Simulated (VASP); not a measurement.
# BeSe (F-43m) in VASP: notebook

BeSe is run at these levels: PBE+D3(BJ); tasks: single point, relaxation of cell and atoms.

All numbers are computed with VASP 6.6.1; they aren't measurements. Logs are shortened: lines on timing, memory, paths and dates and some standing lists are left out, and cuts for length are marked.

### 1 The cell of the first run

The structure is cubic, space group F-43m (No. 216). Conventional cell: a = 5.108 Å, b = 5.108 Å, c = 5.108 Å, α = 90.00°, β = 90.00°, γ = 90.00°. Be (site symmetry -43m) has 4 Se at 2.21 Å within 2.9 Å. Within 2.9 Å of Se (site symmetry -43m) lie 4 Be at 2.21 Å.

### 2 Single point, PBE+D3(BJ)

Input file INCAR:

```
PREC = Accurate
ENCUT = 600
EDIFF = 1E-6
ISMEAR = 0
SIGMA = 0.02
LREAL = False
LASPH = True
NELM = 120
ALGO = Normal
ISIF = 2
LWAVE = False
LCHARG = True
GGA = PE
IVDW = 12
LELF = True
LVHAR = True
NBANDS = 11
GGA_COMPAT = False
```

Input file KPOINTS:

```
regular mesh
0
Gamma
  8 8 8
```

Input file POSCAR:

```
BeSe
1.0
    0.0000000000      2.5541911072      2.5541911072
    2.5541911072      0.0000000000      2.5541911072
    2.5541911072      2.5541911072      0.0000000000
Be Se
1 1
Direct
    0.0000000000      0.0000000000      0.0000000000
    0.2500000000      0.2500000000      0.2500000000
```

Potentials or basis: VASP PAW PBE potentials, release 64 (Be, Se).

Run with:

```
$ cat potpaw_PBE.64/Be/POTCAR potpaw_PBE.64/Se/POTCAR > POTCAR
$ mpirun -np 1 vasp_std > vasp.out
```

OUTCAR:

```text
PREC = Accurate
   ENCUT = 600
   EDIFF = 1E-6
   ISMEAR = 0
   LREAL = False
   LASPH = True
   NELM = 120
   ISIF = 2
   GGA = PE
   IVDW = 12
 IVDW          = 12

 ion  position               nearest neighbor table
   1  0.000  0.000  0.000-   2 2.21   2 2.21   2 2.21   2 2.21
   2  0.250  0.250  0.250-   1 2.21   1 2.21   1 2.21   1 2.21

  LATTYP: Found a face centered cubic cell.
 ALAT       =     5.1083822144

  Lattice vectors:

 A1 = (   0.0000000000,   2.5541911072,   2.5541911072)
 A2 = (   2.5541911072,   0.0000000000,   2.5541911072)
 A3 = (   2.5541911072,   2.5541911072,   0.0000000000)

Analysis of symmetry for initial positions (statically):
=====================================================================
 Subroutine PRICEL returns:
 Original cell was already a primitive cell.

 Routine SETGRP: Setting up the symmetry group for a
 face centered cubic supercell.

 Subroutine GETGRP returns: Found 24 space group operations
 (whereof 24 operations were pure point group operations)
 out of a pool of 48 trial point group operations.

The static configuration has the point symmetry T_d .

Analysis of symmetry for dynamics (positions and initial velocities):
=====================================================================
 Subroutine PRICEL returns:
 Original cell was already a primitive cell.

 Routine SETGRP: Setting up the symmetry group for a
 face centered cubic supercell.

 Subroutine GETGRP returns: Found 24 space group operations
 (whereof 24 operations were pure point group operations)
 out of a pool of 48 trial point group operations.

The dynamic configuration has the point symmetry T_d .

 Subroutine INISYM returns: Found 24 space group operations
 (whereof 24 operations are pure point group operations),
 and found     1 'primitive' translations

----------------------------------------------------------------------------------------

                                     Primitive cell

  volume of cell :      33.3265

  direct lattice vectors                    reciprocal lattice vectors
     0.000000000  2.554191107  2.554191107    -0.195756691  0.195756691  0.195756691
     2.554191107  0.000000000  2.554191107     0.195756691 -0.195756691  0.195756691
     2.554191107  2.554191107  0.000000000     0.195756691  0.195756691 -0.195756691

  length of vectors
     3.612171705  3.612171705  3.612171705     0.339060535  0.339060535  0.339060535

  position of ions in fractional coordinates (direct lattice)
     0.000000000  0.000000000  0.000000000
     0.250000000  0.250000000  0.250000000

  ion indices of the primitive-cell ions
   primitive index   ion index
                 1           1
                 2           2

----------------------------------------------------------------------------------------

 KPOINTS: regular mesh

Automatic generation of k-mesh.
 Grid dimensions read from file:
 generate k-points for:    8    8    8

 Generating k-lattice:

  Cartesian coordinates                     Fractional coordinates (reciprocal lattice)
    -0.024469586  0.024469586  0.024469586     0.125000000  0.000000000  0.000000000
     0.024469586 -0.024469586  0.024469586     0.000000000  0.125000000  0.000000000
     0.024469586  0.024469586 -0.024469586     0.000000000  0.000000000  0.125000000

  Length of vectors
     0.042382567  0.042382567  0.042382567

  Shift w.r.t. Gamma in fractional coordinates (k-lattice)
     0.000000000  0.000000000  0.000000000

 Subroutine IBZKPT returns following result:
 ===========================================

 Found     29 irreducible k-points:

 Following reciprocal coordinates:
            Coordinates               Weight
  0.000000  0.000000  0.000000      1.000000
  0.125000  0.000000  0.000000      8.000000
  0.250000  0.000000  0.000000      8.000000
  0.375000  0.000000  0.000000      8.000000
  0.500000  0.000000  0.000000      4.000000
  0.125000  0.125000  0.000000      6.000000
[... 16 lines left out ...]
  0.500000  0.250000  0.125000     48.000000
 -0.375000  0.250000  0.125000     24.000000
 [... further k-points ...]
   k-points           NKPTS =     29   k-points in BZ     NKDIM =     29   number of bands    NBANDS=     11
   number of dos      NEDOS =    301   number of ions     NIONS =      2
   total plane-waves  NPLWV =  27000
   dimension x,y,z NGX =    30 NGY =   30 NGZ =   30
   dimension x,y,z NGXF=    60 NGYF=   60 NGZF=   60
   ions per type =               1   1
   NGX,Y,Z   is equivalent  to a cutoff of  13.81, 13.81, 13.81 a.u.
   NGXF,Y,Z  is equivalent  to a cutoff of  27.61, 27.61, 27.61 a.u.
 SYSTEM =  unknown system
   PREC   = accura    normal or accurate (medium, high low for compatibility)
   ISTART =      0    job   : 0-new  1-cont  2-samecut
   ICHARG =      2    charge: 1-file 2-atom 10-const
   ISPIN  =      1    spin polarized calculation?
   LNONCOLLINEAR =      F non collinear calculations
   LSORBIT =      F    spin-orbit coupling
   LASPH  =      T    aspherical Exc in radial PAW
   ENCUT  =  600.0 eV  44.10 Ry    6.64 a.u.   7.21  7.21  7.21*2*pi/ulx,y,z
   NELM   =    120;   NELMIN=  2; NELMDL= -5     # of ELM steps
   EDIFF  = 0.1E-05   stopping-criterion for ELM
   LREAL  =      F    real-space projection
   EDIFFG = 0.1E-04   stopping-criterion for IOM
   NSW    =      0    number of steps for IOM
   IBRION =     -1    ionic relax: 0-MD 1-quasi-New 2-CG
   NFREE  =      0    steps in history (QN), initial steepest desc. (CG)
   ISIF   =      2    stress and relaxation
   ISYM   =      2    0-nonsym 1-usesym 2-fastsym
   POTIM  = 0.5000    time-step for ionic-motion
   TEBEG  =    0.0;   TEEND  =   0.0 temperature during run
   PSTRESS=    0.0 pullay stress
   NELECT =       8.0000    total number of electrons
   NUPDOWN=      -1.0000    fix difference up-down
   EMIN   =  10.00;   EMAX   =-10.00  energy-range for DOS
   EFERMI =   0.00;   METHOD = LEGACY
   ISMEAR =     0;   SIGMA  =   0.02  broadening in eV -4-tet -1-fermi 0-gaus
   EFERMI_NEDOS =   21; number of points for ismear=-14 and -15
   IALGO  =     38    algorithm
   IMIX   =      4    mixing-type and parameters
     AMIX     =   0.40;   BMIX     =  1.00
     AMIX_MAG =   1.60;   BMIX_MAG =  1.00
  volume/ion in A,a.u.               =      16.66       112.45
  Fermi-wavevector in a.u.,A,eV,Ry     =   1.017438  1.922680 14.084490  1.035181
  Thomas-Fermi vector in A             =   2.150839
   LORBIT       =      0    0 simple, 1 ext, 2 COOP (PROOUT), +10 PAW based schemes
   GGA     = PE    functional components
   LHFCALC =     F    Hartree Fock is set to
   AEXX    =    0.0000 exact exchange contribution
   IVDW    =    12    specifies the selected vdW correction
   LEPSILON=     F    determine dielectric tensor
   LRPA    =     F    only Hartree local field effects (RPA)
 non-spin polarized calculation
 Gauss-broadening in eV      SIGMA  =   0.02
  energy-cutoff  :      600.00
  volume of cell :       33.33
 maximum number of plane-waves:      1139
 NGX is ok and might be reduce to    30
   NGX = 15   NGY = 15   NGZ = 15

 number of electron       8.0000000 magnetization

 Free energy of the ion-electron system (eV)
  ---------------------------------------------------
  ext. energy  EPLUGINS =         0.00000000
  ---------------------------------------------------
  free energy    TOTEN  =        -8.84382815 eV

  energy without entropy =       -8.84382815  energy(sigma->0) =       -8.84382815

 E-fermi :   3.7279     XC(G=0):  -9.5159

 val. band max:        3.5597770848   @ k =   0.0000   0.0000   0.0000
 cond. band min:       6.1346277781   @ k =   0.5000   0.5000   0.0000
 fundamental gap:      2.5748506933
 Fermi energy:         3.7278620183

 k-point     1 :       0.0000    0.0000    0.0000
  band No.  band energies     occupation
      1     -10.3771      2.00000
      2       3.5598      2.00000
      3       3.5598      2.00000
      4       3.5598      2.00000
      5       8.0816      0.00000
      6       8.5647      0.00000
      7       8.5647      0.00000
      8       8.5647      0.00000
      9      15.7003      0.00000
     10      16.1347      0.00000
     11      16.1347      0.00000

 k-point     2 :       0.1250    0.0000    0.0000
  band No.  band energies     occupation
      1     -10.2187      2.00000
      2       2.2212      2.00000
      3       3.3412      2.00000
      4       3.3412      2.00000
      5       8.2045      0.00000
      6       8.9237      0.00000
      7       8.9237      0.00000
      8       9.8090      0.00000
      9      15.1849      0.00000
     10      15.1849      0.00000
     11      15.8513      0.00000

 k-point     3 :       0.2500    0.0000    0.0000
  band No.  band energies     occupation
      1      -9.7865      2.00000
      2       0.0837      2.00000
      3       2.9140      2.00000
      4       2.9140      2.00000
      5       8.1083      0.00000
      6       9.4796      0.00000
      7       9.4796      0.00000
      8      12.0401      0.00000
      9      14.8673      0.00000
     10      14.8673      0.00000
     11      15.6935      0.00000

 k-point     4 :       0.3750    0.0000    0.0000
  band No.  band energies     occupation
      1      -9.2501      2.00000
      2      -1.6124      2.00000
      3       2.5747      2.00000
      4       2.5747      2.00000
      5       8.0064      0.00000
      6       9.5846      0.00000
      7       9.5846      0.00000
      8      13.4186      0.00000
      9      16.0975      0.00000
     10      16.1667      0.00000
     11      16.1667      0.00000
[... 239 lines left out ...]
 k-point    22 :       0.3750    0.2500    0.1250
  band No.  band energies     occupation
      1      -9.4353      2.00000
      2      -0.1723      2.00000
      3       1.3051      2.00000
      4       2.3558      2.00000
      5       8.3701      0.00000
      6       9.9729      0.00000
      7      10.4125      0.00000
      8      11.4669      0.00000
      9      14.5221      0.00000
     10      16.9572      0.00000
     11      17.8188      0.00000

 k-point    23 :       0.5000    0.2500    0.1250
  band No.  band energies     occupation
      1      -8.9672      2.00000
      2      -1.2695      2.00000
      3       0.7418      2.00000
      4       1.8763      2.00000
      5       8.8614      0.00000
      6       9.6566      0.00000
      7      11.2032      0.00000
      8      12.1701      0.00000
      9      15.6305      0.00000
     10      16.5097      0.00000
     11      19.0258      0.00000

 k-point    24 :      -0.3750    0.2500    0.1250
  band No.  band energies     occupation
      1      -8.7382      2.00000
      2      -1.7785      2.00000
      3       0.6315      2.00000
      4       1.6330      2.00000
      5       9.0495      0.00000
      6       9.3227      0.00000
      7      11.9825      0.00000
      8      13.3378      0.00000
      9      14.0161      0.00000
     10      18.2008      0.00000
     11      18.3854      0.00000

 [... further k-points ...]

------------------------ aborting loop because EDIFF is reached ----------------------------------------

 Edisp (eV)   -0.64520

 E8    (eV) :    -0.2522

  FORCE on cell =-STRESS in cart. coord.  units (eV):
  Direction    XX          YY          ZZ          XY          YZ          ZX
  --------------------------------------------------------------------------------------
  -------------------------------------------------------------------------------------
  Total       0.04840     0.04840     0.04840     0.00000     0.00000     0.00000
  in kB       2.32671     2.32671     2.32671     0.00000     0.00000     0.00000
  external pressure =        2.33 kB  Pullay stress =        0.00 kB

 VOLUME and BASIS-vectors are now :
 -----------------------------------------------------------------------------
  energy-cutoff  :      600.00
  volume of cell :       33.33
      direct lattice vectors                 reciprocal lattice vectors
     0.000000000  2.554191107  2.554191107    -0.195756691  0.195756691  0.195756691
     2.554191107  0.000000000  2.554191107     0.195756691 -0.195756691  0.195756691
     2.554191107  2.554191107  0.000000000     0.195756691  0.195756691 -0.195756691

 POSITION                                       TOTAL-FORCE (eV/Angst)
 -----------------------------------------------------------------------------------
      0.00000      0.00000      0.00000         0.000000      0.000000      0.000000
      1.27710      1.27710      1.27710        -0.000000     -0.000000     -0.000000
 -----------------------------------------------------------------------------------
    total drift:                                0.000000      0.000000      0.000000

  FREE ENERGIE OF THE ION-ELECTRON SYSTEM (eV)
  ---------------------------------------------------
  free  energy   TOTEN  =        -9.4890240810 eV

  energy  without entropy=       -9.4890240810  energy(sigma->0) =       -9.48902408
```

Run time: 15 s. Hardware: 1 thread of AMD EPYC 7R13, shared host; peak memory 0.18 GiB.

Results:

```
Free energy                : -9.4890 eV
Pressure                   : 0.2 GPa
Band gap on the k mesh     : 2.57 eV (least direct gap 4.52 eV)
Dispersion energy per atom : -0.323 eV
```

Levels at points of the mesh, in eV from the valence-band top:
```tsv
k point	band 2	band 3	band 4	band 5	band 6	band 7
(0.00, 0.00, 0.00)	0.00	0.00	0.00	4.52	5.00	5.00
(0.50, 0.00, 0.00)	-5.84	-1.11	-1.11	4.41	5.97	5.97
(0.50, 0.50, 0.00)	-5.19	-2.73	-2.73	2.57	4.19	11.88
```

A k mesh can miss the band edges.

### 3 Relaxation of cell and atoms, PBE+D3(BJ)

This run uses another cell than the first one, of 17.25 Å³/atom.

Input file INCAR:

```
SYSTEM = BeSe
PREC = Accurate
ENCUT = 600
EDIFF = 1E-7
ISMEAR = 0
SIGMA = 0.02
LREAL = .False.
LASPH = .True.
NELM = 120
ALGO = Normal
ISIF = 3
LWAVE = .False.
LCHARG = .False.
GGA = PE
IVDW = 12
IBRION = 2
NSW = 70
EDIFFG = -0.02
GGA_COMPAT = .False.
NELMIN = 4
```

Input file KPOINTS:

```
Automatic mesh
0
Gamma
  8 8 8
  0 0 0
```

Input file POSCAR:

```
BeSe
1.0
    0.0000000000      2.5839686400      2.5839686400
    2.5839686400      0.0000000000      2.5839686400
    2.5839686400      2.5839686400      0.0000000000
Be Se
1 1
Direct
    0.0000000000      0.0000000000      0.0000000000
    0.2500000000      0.2500000000      0.2500000000
```

Potentials or basis: VASP PAW PBE potentials, release 64 (Be, Se).

Run with:

```
$ cat potpaw_PBE.64/Be/POTCAR potpaw_PBE.64/Se/POTCAR > POTCAR
$ mpirun -np 1 vasp_std > vasp.out
```

It took 29 s on 1 thread of AMD EPYC 7R13, shared host; peak memory 0.19 GiB.

It converged, with:

| Quantity | Value |
| --- | --- |
| Free energy | -9.4891 eV |
| Relaxed volume | 16.71 Å³/atom |
| Relaxed cell | a = 3.616 Å, b = 3.616 Å, c = 3.616 Å, α = 60.00°, β = 60.00°, γ = 60.00° |
| Space group after relaxing (to 0.1 Å) | F-43m (No. 216) |
| Energy gained by relaxing | 4.3 meV/atom |
| Ionic steps | 3 |
| Pressure after relaxing | 0.0 GPa |
| Band gap on the k mesh | 2.58 eV (least direct gap 4.50 eV) |
| Dispersion energy per atom | -0.322 eV |

The path:
| step | energy change (eV) | largest force (eV/Å) | pressure (GPa) | volume (Å³) |
| --- | --- | --- | --- | --- |
| 1 | 0.0000 | 0.0000 | -2.45 | 34.51 |
| 2 | -0.0082 | 0.0000 | 0.53 | 33.21 |
| 3 | -0.0085 | 0.0000 | 0.01 | 33.42 |

Final structure:
```yaml
crystal:
  lattice:
    - [0.00000, 2.55655, 2.55655]
    - [2.55655, 0.00000, 2.55655]
    - [2.55655, 2.55655, 0.00000]
  atoms:
    - { symbol: Be, position: [0.00000, 0.00000, 0.00000] }
    - { symbol: Se, position: [0.25000, 0.25000, 0.25000] }
```

Levels at points of the mesh, in eV from the valence-band top:
```csv
k point,band 1,band 2,band 3,band 4,band 5,band 6,band 7,band 8
"(0.00, 0.00, 0.00)",-13.92,0.00,0.00,0.00,4.50,5.01,5.01,5.01
"(0.50, 0.00, 0.00)",-12.53,-5.83,-1.10,-1.10,4.40,5.97,5.97,10.06
"(0.50, 0.50, 0.00)",-12.05,-5.18,-2.72,-2.72,2.58,4.19,11.86,11.86
```

A k mesh can miss the band edges.
